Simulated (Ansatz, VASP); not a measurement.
# Zr: VASP beside Ansatz

The input INCAR:

```
SYSTEM = Zr
ALGO = Normal
EDIFF = 1E-7
ENCUT = 520
GGA = PE
ISIF = 2
ISMEAR = -1
LASPH = .TRUE.
LCHARG = .FALSE.
LREAL = .FALSE.
LWAVE = .FALSE.
NBANDS = 19
NELM = 100
PREC = Accurate
SIGMA = 1.0
```

The input KPOINTS:

```
k-points
0
G
  11 11 6
  0 0 0
```

The input POSCAR:

```
Zr
1.0
    3.2318821451      0.0000000000      0.0000000000
   -1.6159410725      2.7988920397      0.0000000000
    0.0000000000      0.0000000000      5.1741041053
Zr
2
Direct
    0.3333333333      0.6666666667      0.2500000000
    0.6666666667      0.3333333333      0.7500000000
```

Input for Ansatz:

```yaml
crystal:
  lattice:
    - [3.2318821451, 0.0, 0.0]
    - [-1.6159410725, 2.7988920397, 0.0]
    - [0.0, 0.0, 5.1741041053]
  atoms:
    - { symbol: Zr, position: [0.3333333333, 0.6666666667, 0.25] }
    - { symbol: Zr, position: [0.6666666667, 0.3333333333, 0.75] }
hamiltonian:
  xc: pbe
  pseudopotentials:
    kind: paw
    azcp:
      Zr: "pseudopotentials/Zr.paw.azcp"
basis:
  ecutwfc: 420
  fft_grid_basis: typed
kpoints:
  mp_grid: { grid: [11, 11, 6], shift: [0, 0, 0] }
magnetization:
  spin_polarized: false
scf:
  occupations: { method: fermi_dirac, width: 1.0 }
  lower_state_search: "off"
output:
  stress: true
  write_density: true
  write_potential: true
  elf: true
  volumetric_format: npy
```

Alike in both runs: task single point; functional PBE; k mesh 11 × 11 × 6; occupations fermi-dirac, width 1 eV; no spin polarisation.

|  | VASP | Ansatz |
| --- | --- | --- |
| version | VASP 6.6.1 | Ansatz 0.2.0 |
| potentials or method | VASP PAW PBE potentials, release 64 (Zr_sv), cutoff 520 eV | plane waves (420 eV) with PAW, scalar-relativistic |
| valence electrons in the cell | 24 | 24 |

```tsv
	VASP	Ansatz	Ansatz less VASP
pressure (GPa)	11.3	11.4	+0.10
traceless stress, the component that is largest in VASP (GPa)	1.65	1.66	+0.015
```

With one functional, cell and mesh, what is left measures potentials, basis and numerics.
